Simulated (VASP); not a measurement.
**Mg: single point with revPBE**

Mg:

```xyz
2
Lattice="3.2238 0.0000 0.0000 -1.6119 2.7919 0.0000 0.0000 0.0000 5.2342" Properties=species:S:1:pos:R:3 pbc="T T T"
Mg    0.0000    1.8613    1.3086
Mg    1.6119    0.9306    3.9257
```

```json
{"Program": "VASP 6.6.1", "Task": "single point", "Functional": "revPBE", "Potentials or basis": "VASP PAW PBE potentials, release 64 (Mg)", "Cutoff": "520 eV", "k mesh": "11 × 11 × 6", "Occupations": "fermi-dirac, width 0.1 eV", "Spin": "no spin polarisation"}
```

```
Pressure               : -0.2 GPa
Band gap on the k mesh : zero (band 2 reaches 3.45 eV, above the bottom of band 3 at 1.37 eV)
```

Levels at points of the mesh, in eV from the Fermi level:
| k point | band 1 | band 2 | band 3 | band 4 | band 5 |
| --- | --- | --- | --- | --- | --- |
| (0.00, 0.00, 0.00) | -6.82 | -1.66 | -1.22 | 10.80 | 10.80 |
| (0.00, 0.00, 0.50) | -5.45 | -5.45 | 4.96 | 4.96 | 11.55 |

Wall time 8.7 s on 1 thread of Intel Xeon 6975P-C, on a shared host, peak memory 0.17 GiB.

Caveat: the PAW data sets were made with another functional, which shifts forces and pressure a little.
